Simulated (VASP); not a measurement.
# Co (I4_1/amd) in VASP: relaxation of cell and atoms with PBEsol

Aim: the relaxation of cell and atoms of Co with PBEsol.

Program: VASP 6.6.1. These are calculated values, not measurements. Logs are shortened: lines on timing, memory, paths and dates and some standing lists are left out, and cuts for length are marked.

## (1) The cell of the first run

It takes space group I4_1/amd (No. 141, tetragonal). The conventional cell has a = 4.400 Å, b = 4.400 Å, c = 2.402 Å, α = 90.00°, β = 90.00°, γ = 90.00°. Co (site symmetry -4m2) has 10 Co at 2.28 to 2.84 Å within 3.0 Å.

## (2) Relaxation of cell and atoms, PBEsol

The input, INCAR:

```
  ALGO = Normal
  EDIFF = 1E-6
  EDIFFG = -0.01
  ENCUT = 600
  GGA = PS
  IBRION = 2
  ISIF = 3
  ISMEAR = -1
  ISYM = 0
  LASPH = True
  LCHARG = False
  LREAL = False
  LWAVE = False
  NELM = 100
  NSW = 80
  PREC = Accurate
  SIGMA = 0.1
```

The input, KPOINTS:

```
k-points
0
Gamma
  15 15 10
```

The input, POSCAR:

```
Co
1.0
   -2.1999784191      2.1999784191      1.2011882168
    2.1999784191     -2.1999784191      1.2011882168
    2.1999784191      2.1999784191     -1.2011882168
Co
2
Direct
    0.0000000000      0.0000000000      0.0000000000
    0.7500000000      0.2500000000      0.5000000000
```

Potentials or basis: VASP PAW PBE potentials, release 64 (Co).

Started as:

```console
$ cat potpaw_PBE.64/Co/POTCAR > POTCAR
$ mpirun -np 1 vasp_std > vasp.out
```

OUTCAR:

```text
EDIFF = 1E-6
   EDIFFG = -0.01
   ENCUT = 600
   GGA = PS
   IBRION = 2
   ISIF = 3
   ISMEAR = -1
   ISYM = 0
   LASPH = True
   LREAL = False
   NELM = 100
   NSW = 80
   PREC = Accurate

 ion  position               nearest neighbor table
   1  0.000  0.000  0.000-   2 2.28   2 2.28   2 2.28   2 2.28   2 2.84   2 2.84   2 2.84   2 2.84

   2  0.750  0.250  0.500-   1 2.28   1 2.28   1 2.28   1 2.28   1 2.84   1 2.84   1 2.84   1 2.84

IMPORTANT INFORMATION: All symmetrisations will be switched off!
NOSYMM: (Re-)initialisation of all symmetry stuff for point group C_1.

----------------------------------------------------------------------------------------

                                     Primitive cell

  volume of cell :      23.2545

  direct lattice vectors                    reciprocal lattice vectors
    -2.199978419  2.199978419  1.201188217     0.000000000  0.227274957  0.416254500
     2.199978419 -2.199978419  1.201188217     0.227274957  0.000000000  0.416254500
     2.199978419  2.199978419 -1.201188217     0.227274957  0.227274957  0.000000000

  length of vectors
     3.335065700  3.335065700  3.335065700     0.474259121  0.474259121  0.321415326

  position of ions in fractional coordinates (direct lattice)
     0.000000000  0.000000000  0.000000000
     0.750000000  0.250000000  0.500000000

  ion indices of the primitive-cell ions
   primitive index   ion index
                 1           1
                 2           2

----------------------------------------------------------------------------------------

 KPOINTS: k-points

Automatic generation of k-mesh.
 Grid dimensions read from file:
 generate k-points for:   15   15   10

 Generating k-lattice:

  Cartesian coordinates                     Fractional coordinates (reciprocal lattice)
     0.000000000  0.015151664  0.027750300     0.066666667  0.000000000  0.000000000
     0.015151664  0.000000000  0.027750300     0.000000000  0.066666667  0.000000000
     0.022727496  0.022727496  0.000000000     0.000000000  0.000000000  0.100000000

  Length of vectors
     0.031617275  0.031617275  0.032141533

  Shift w.r.t. Gamma in fractional coordinates (k-lattice)
     0.000000000  0.000000000  0.000000000

 -----------------------------------------------------------------------------
|                                                                             |
|           W    W    AA    RRRRR   N    N  II  N    N   GGGG   !!!           |
|           W    W   A  A   R    R  NN   N  II  NN   N  G    G  !!!           |
|           W    W  A    A  R    R  N N  N  II  N N  N  G       !!!           |
|           W WW W  AAAAAA  RRRRR   N  N N  II  N  N N  G  GGG   !            |
|           WW  WW  A    A  R   R   N   NN  II  N   NN  G    G                |
|           W    W  A    A  R    R  N    N  II  N    N   GGGG   !!!           |
|                                                                             |
|     Your reciprocal lattice and k-lattice belong to different lattice       |
|     classes:                                                                |
|                                                                             |
|        The reciprocal lattice is body-centered tetragonal,                  |
|        whereas your k-lattice is base-centered monoclinic.                  |
|                                                                             |
|     Results are often still useful ...                                      |
|                                                                             |
 -----------------------------------------------------------------------------

 WARNING: IBZKPT: internal override: KBLOWUP is changed to .FALSE.
      ... skipping the blow-up phase ...

 Subroutine IBZKPT returns following result:
 ===========================================

 Found   1126 irreducible k-points:

 Following reciprocal coordinates:
            Coordinates               Weight
  0.000000  0.000000  0.000000      1.000000
  0.066667  0.000000  0.000000      2.000000
  0.133333  0.000000  0.000000      2.000000
  0.200000  0.000000  0.000000      2.000000
  0.266667  0.000000  0.000000      2.000000
  0.333333 -0.000000  0.000000      2.000000
[... 16 lines left out ...]
 -0.066667  0.066667  0.000000      2.000000
  0.000000  0.133333  0.000000      2.000000
 [... further k-points ...]
   k-points           NKPTS =   1126   k-points in BZ     NKDIM =   1126   number of bands    NBANDS=     13
   number of dos      NEDOS =    301   number of ions     NIONS =      2
   total plane-waves  NPLWV =  21952
   dimension x,y,z NGX =    28 NGY =   28 NGZ =   28
   dimension x,y,z NGXF=    56 NGYF=   56 NGZF=   56
   ions per type =               2
   NGX,Y,Z   is equivalent  to a cutoff of  13.96, 13.96, 13.96 a.u.
   NGXF,Y,Z  is equivalent  to a cutoff of  27.91, 27.91, 27.91 a.u.
 SYSTEM =  unknown system
   PREC   = accura    normal or accurate (medium, high low for compatibility)
   ISTART =      0    job   : 0-new  1-cont  2-samecut
   ICHARG =      2    charge: 1-file 2-atom 10-const
   ISPIN  =      1    spin polarized calculation?
   LNONCOLLINEAR =      F non collinear calculations
   LSORBIT =      F    spin-orbit coupling
   LASPH  =      T    aspherical Exc in radial PAW
   ENCUT  =  600.0 eV  44.10 Ry    6.64 a.u.   6.66  6.66  6.66*2*pi/ulx,y,z
   NELM   =    100;   NELMIN=  2; NELMDL= -5     # of ELM steps
   EDIFF  = 0.1E-05   stopping-criterion for ELM
   LREAL  =      F    real-space projection
   EDIFFG = -.1E-01   stopping-criterion for IOM
   NSW    =     80    number of steps for IOM
   IBRION =      2    ionic relax: 0-MD 1-quasi-New 2-CG
   NFREE  =      1    steps in history (QN), initial steepest desc. (CG)
   ISIF   =      3    stress and relaxation
   ISYM   =      0    0-nonsym 1-usesym 2-fastsym
   POTIM  = 0.5000    time-step for ionic-motion
   TEBEG  =    0.0;   TEEND  =   0.0 temperature during run
   PSTRESS=    0.0 pullay stress
   NELECT =      18.0000    total number of electrons
   NUPDOWN=      -1.0000    fix difference up-down
   EMIN   =  10.00;   EMAX   =-10.00  energy-range for DOS
   EFERMI =   0.00;   METHOD = LEGACY
   ISMEAR =    -1;   SIGMA  =   0.10  broadening in eV -4-tet -1-fermi 0-gaus
   EFERMI_NEDOS =   21; number of points for ismear=-14 and -15
   IALGO  =     38    algorithm
   IMIX   =      4    mixing-type and parameters
     AMIX     =   0.40;   BMIX     =  1.00
     AMIX_MAG =   1.60;   BMIX_MAG =  1.00
  volume/ion in A,a.u.               =      11.63        78.46
  Fermi-wavevector in a.u.,A,eV,Ry     =   1.503129  2.840503 30.740976  2.259398
  Thomas-Fermi vector in A             =   2.614280
   LORBIT       =      0    0 simple, 1 ext, 2 COOP (PROOUT), +10 PAW based schemes
   GGA     = PS    functional components
   LHFCALC =     F    Hartree Fock is set to
   AEXX    =    0.0000 exact exchange contribution
   IVDW    =     0    specifies the selected vdW correction
   LEPSILON=     F    determine dielectric tensor
   LRPA    =     F    only Hartree local field effects (RPA)
 conjugate gradient relaxation of ions
 non-spin polarized calculation
  energy-cutoff  :      600.00
  volume of cell :       23.25
 maximum number of plane-waves:       792
   NGX = 13   NGY = 13   NGZ = 13

--------------------------------------- Ionic step        1  -------------------------------------------

 number of electron      17.9999991 magnetization

 Free energy of the ion-electron system (eV)
  ---------------------------------------------------
  ext. energy  EPLUGINS =         0.00000000
  ---------------------------------------------------
  free energy    TOTEN  =       -13.99312518 eV

  energy without entropy =      -13.82161268  energy(sigma->0) =      -13.90736893

 E-fermi :   9.0232     XC(G=0): -13.1252

 val. band max:        9.0229555913   @ k =  -0.0000  -0.1333   0.4000
 cond. band min:       9.0233321090   @ k =  -0.2000   0.4000   0.0000
 fundamental gap:      0.0003765177
 Fermi energy:         9.0232196768

 k-point     1 :       0.0000    0.0000    0.0000
  band No.  band energies     occupation
      1       0.6624      2.00000
      2       4.7613      2.00000
      3       5.7931      2.00000
      4       6.1963      2.00000
      5       6.6528      2.00000
      6       8.5840      1.97556
      7       8.5840      1.97556
      8       8.6266      1.96282
      9       8.6266      1.96282
     10       9.5540      0.00985
     11      10.1229      0.00003
     12      15.5827      0.00000
     13      15.5827      0.00000
[... 353 lines left out ...]
 k-point    24 :       0.0000    0.1333    0.0000
  band No.  band energies     occupation
      1       1.3065      2.00000
      2       5.0154      2.00000
      3       5.8501      2.00000
      4       6.6133      2.00000
      5       6.8668      2.00000
      6       7.8672      1.99998
      7       8.0115      1.99992
      8       8.5749      1.97766
      9       8.6423      1.95664
     10       9.4779      0.02098
     11       9.9641      0.00016
     12      16.0432      0.00000
     13      16.2251      0.00000

 [... further k-points ...]

------------------------ aborting loop because EDIFF is reached ----------------------------------------

  FORCE on cell =-STRESS in cart. coord.  units (eV):
  Direction    XX          YY          ZZ          XY          YZ          ZX
  --------------------------------------------------------------------------------------
  -------------------------------------------------------------------------------------
  Total       -2.5802574     -2.5802504     -1.0690092     -0.0000932     -0.0002378     -0.0002370
  in kB     -177.7729675   -177.7724861    -73.6519299     -0.0064211     -0.0163809     -0.0163310
  external PRESSURE =    -143.0657945 kB  Pullay stress =       0.0000000 kB
[... 237 lines left out ...]
  energy  without entropy=      -13.9504394739  energy(sigma->0) =      -14.02247429

--------------------------------------- Ionic step        8  -------------------------------------------

 number of electron      17.9999999 magnetization

 Free energy of the ion-electron system (eV)
  ---------------------------------------------------
  ext. energy  EPLUGINS =         0.00000000
  ---------------------------------------------------
  free energy    TOTEN  =       -14.09456481 eV

  energy without entropy =      -13.95094558  energy(sigma->0) =      -14.02275519

 E-fermi :  10.1135     XC(G=0): -13.5515

 val. band max:       10.1132996517   @ k =  -0.4000   0.1333   0.3000
 cond. band min:      10.1135832026   @ k =   0.1333   0.1333   0.5000
 fundamental gap:      0.0002835509
 Fermi energy:        10.1134897354

 k-point     1 :       0.0000    0.0000    0.0000
  band No.  band energies     occupation
      1       1.2612      2.00000
      2       5.2896      2.00000
      3       6.4982      2.00000
      4       7.1520      2.00000
      5       7.6605      2.00000
      6       9.4527      1.99730
      7       9.4527      1.99730
      8       9.5142      1.99502
      9       9.5142      1.99502
     10      10.7439      0.00365
     11      11.3533      0.00001
     12      17.4340      0.00000
     13      17.4347      0.00000
[... 353 lines left out ...]
 k-point    24 :       0.0000    0.1333    0.0000
  band No.  band energies     occupation
      1       1.9168      2.00000
      2       5.5585      2.00000
      3       6.5548      2.00000
      4       7.5244      2.00000
      5       7.8297      2.00000
      6       8.6972      2.00000
      7       8.9088      1.99999
      8       9.5422      1.99342
      9       9.6024      1.98802
     10      10.6525      0.00908
     11      11.1737      0.00005
     12      17.8367      0.00000
     13      18.0783      0.00000

 [... further k-points ...]

------------------------ aborting loop because EDIFF is reached ----------------------------------------

  FORCE on cell =-STRESS in cart. coord.  units (eV):
  Direction    XX          YY          ZZ          XY          YZ          ZX
  --------------------------------------------------------------------------------------
  -------------------------------------------------------------------------------------
  Total        0.0073884      0.0073891      0.0111466     -0.0002231     -0.0005086     -0.0005082
  in kB        0.5477879      0.5478393      0.8264283     -0.0165432     -0.0377049     -0.0376805
  external PRESSURE =       0.6406852 kB  Pullay stress =       0.0000000 kB
[... 17 lines left out ...]
  FREE ENERGIE OF THE ION-ELECTRON SYSTEM (eV)
  ---------------------------------------------------
  free  energy   TOTEN  =       -14.0945648126 eV

  energy  without entropy=      -13.9509455762  energy(sigma->0) =      -14.02275519

 reached required accuracy - stopping structural energy minimisation
```

It took 27 min on 1 thread of Oxide Virtual Turin-like, shared host; peak memory 0.48 GiB.

Results:

```yaml
Free_energy: -14.0946 eV
Relaxed_volume: 10.80 Å³/atom
Relaxed_cell: a = 3.229 Å, b = 3.229 Å, c = 3.229 Å, α = 97.99°, β = 97.99°, γ = 136.22°
Space_group_after_relaxing_to_0.1_Å: I4_1/amd (No. 141)
Energy_gained_by_relaxing: 50.7 meV/atom
Ionic_steps: 8
Pressure_after_relaxing: 0.1 GPa
Band_gap_on_the_k_mesh: zero (bands 9 and 10 overlap by 1.27 eV)
```

Step by step:
| step | energy change (eV) | largest force (eV/Å) | pressure (GPa) | volume (Å³) |
| --- | --- | --- | --- | --- |
| 1 | 0.0000 | 0.0001 | -14.31 | 23.25 |
| 2 | 0.0098 | 0.0012 | 22.84 | 19.92 |
| 3 | -0.0951 | 0.0005 | 0.80 | 21.52 |
| 4 | -0.0951 | 0.0005 | 1.23 | 21.49 |
| 5 | -0.1014 | 0.0003 | 0.42 | 21.57 |
| 6 | -0.1014 | 0.0003 | 0.41 | 21.57 |
| 7 | -0.1014 | 0.0002 | -0.47 | 21.65 |
| 8 | -0.1014 | 0.0003 | 0.06 | 21.61 |

Final structure:
```
Co
1.0
    -2.11853    2.11849    1.20375
     2.11849   -2.11853    1.20375
     2.11848    2.11848   -1.20381
Co
2
Cartesian
  0.0000 4.2370 -0.0001
  -0.0001 2.1185 0.6018
```

Caveat: the PAW data sets were made with another functional, which shifts forces and pressure a little; the run has no spin polarisation, though such a crystal can be magnetic. Spin polarisation is off, so any magnetic state and its effect on volume and gap are missing.
